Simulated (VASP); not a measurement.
Input of a VASP 6.6.1 run:

Contents of POSCAR:

```
GaN
1.0
    0.0000000000      2.2489367673      2.2826708188
    2.2489367673      0.0000000000      2.2826708188
    2.2489367673      2.2489367673      0.0000000000
Ga N
1 1
Direct
    0.0000000000      0.0000000000      0.0000000000
    0.7500000000      0.7500000000      0.7500000000
```

The input INCAR.step1:

```
ALGO = Normal ; EDIFF = 1E-4
ENCUT = 520 ; GGA = PE
ISMEAR = 0 ; LASPH = True
LCHARG = False ; LREAL = False
LWAVE = True ; NBANDS = 16
NELM = 60 ; PREC = Accurate
SIGMA = 0.05
```

File INCAR.step2:

```
ALGO = Normal ; EDIFF = 1E-7
ENCUT = 520 ; ISIF = 2
ISMEAR = 0 ; ISTART = 1
LASPH = True ; LCHARG = True
LELF = True ; LMIXTAU = True
LREAL = False ; LVHAR = True
LWAVE = False ; METAGGA = R2SCAN
NBANDS = 16 ; NELM = 60
PREC = Accurate ; SIGMA = 0.05
```

KPOINTS

```
k-points
0
Gamma
  10 10 10
```

Potentials or basis: VASP PAW PBE potentials, release 64 (Ga_d, N).

Run with:

```sh
$ cat potpaw_PBE.64/Ga_d/POTCAR potpaw_PBE.64/N/POTCAR > POTCAR
$ cp INCAR.step1 INCAR
$ mpirun -np 1 vasp_std > vasp.out
$ cp INCAR.step2 INCAR
$ mpirun -np 1 vasp_std > vasp.out
```

**Question.** Estimate the band gap on the k mesh.

**Answer.** 2.04 eV, direct.

**Question.** Predict the pressure.

**Answer.** -1.8 GPa.

Stress tensor (GPa, compression positive):
```
-1.11  0.00  0.00
 0.00 -1.11  0.00
 0.00  0.00 -3.09
```

Caveat: the cell differs from its parent crystal (strain +0.0150 x Voigt [0, 0, 1, 0, 0, 0]); the PAW data sets were made with another functional, which shifts forces and pressure a little.
